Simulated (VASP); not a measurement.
ZnSe:

```xyz
2
Lattice="3.3252 0.0000 0.0000 0.0000 3.3252 0.0000 0.0000 0.0000 3.3252" Properties=species:S:1:pos:R:3 pbc="T T T"
Zn    0.0000    0.0000    0.0000
Se    1.6626    1.6626    1.6626
```

Base run:

```yaml
Program: VASP 6.6.1
Functional: PBEsol
Potentials_or_basis: VASP PAW PBE potentials, release 64 (Zn, Se)
Cutoff: 520 eV
k_mesh: 6 × 6 × 6
Occupations: methfessel-paxton, width 0.5 eV
Spin: no spin polarisation
```

Its results: band gap on the k mesh zero (band 9 reaches 4.30 eV, above the bottom of band 10 at 2.74 eV); pressure -2.9 GPa.

**Question.** The run is repeated on the same cell with these changes: occupations from methfessel-paxton, width 0.5 eV to fermi-dirac, width 0.2 eV. What comes out?

**Answer.** Band gap on the k mesh zero (band 9 reaches 4.31 eV, above the bottom of band 10 at 2.75 eV); pressure -2.4 GPa.

Caveats: the PAW data sets were made with another functional, which shifts forces and pressure a little.
